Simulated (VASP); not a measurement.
Input of a VASP 6.6.1 run:

File INCAR:

```
PREC = Accurate ; ENCUT = 500
EDIFF = 1E-6 ; ISMEAR = 0
SIGMA = 0.01 ; LREAL = False
LASPH = True ; NELM = 120
ALGO = Normal ; ISIF = 2
LWAVE = False ; LCHARG = True
GGA = PE ; LELF = True
LVHAR = True ; NBANDS = 50
GGA_COMPAT = False
```

The input KPOINTS:

```
Automatic mesh
0
Gamma
  2 5 5
```

POSCAR

```
SnS
1.0
   11.2000000000      0.0000000000      0.0000000000
    0.0000000000      3.9870000000      0.0000000000
    0.0000000000      0.0000000000      4.3340000000
Sn S
4 4
Direct
    0.1194000000      0.2500000000      0.1198000000
    0.3806000000      0.7500000000      0.6198000000
    0.6194000000      0.2500000000      0.3802000000
    0.8806000000      0.7500000000      0.8802000000
    0.8508000000      0.2500000000      0.4793000000
    0.6492000000      0.7500000000      0.9793000000
    0.3508000000      0.2500000000      0.0207000000
    0.1492000000      0.7500000000      0.5207000000
```

Potentials or basis: VASP PAW PBE potentials, release 64 (Sn_d, S).

Run with:

```sh
$ cat potpaw_PBE.64/Sn_d/POTCAR potpaw_PBE.64/S/POTCAR > POTCAR
$ mpirun -np 1 vasp_std > vasp.out
```

Question: Predict the band gap on the k mesh.

Answer: 0.98 eV, indirect (least direct gap 1.29 eV).

Question: Predict the largest force.

Answer: 0.130 eV/Å.

Forces on the atoms (eV/Å):
```
Sn  -0.110  0.000 -0.068
Sn   0.110  0.000 -0.068
Sn  -0.110  0.000  0.068
Sn   0.110  0.000  0.068
S    0.092  0.000 -0.060
S   -0.092  0.000 -0.060
S    0.092  0.000  0.060
S   -0.092  0.000  0.060
```

Caveat: spin-orbit coupling is left out, which moves the levels of the heavy elements.

**Experimental background.**

“Linear dichroism of the optical properties of SnS and SnSe van der Waals crystals”, 2024, arxiv:2409.17412 reports, for a bulk crystal of SnS at 20 K: band gap 1.16 eV (indirect).

A measured gap of SnS is 1.16 eV (indirect; 20 K; “Linear dichroism of the optical properties of SnS and SnSe van der Waals crystals”, 2024, arxiv:2409.17412); the calculated 0.98 eV misses it by -0.18 eV. 2 values of this kind are on record (1.09 to 1.16 eV); this one was drawn at random. Spin-orbit coupling on Sn is left out. The value is that of PBE on a finite k mesh, which can miss the band edges, without temperature or zero-point motion. Semilocal functionals fall short of measured gaps as a rule.
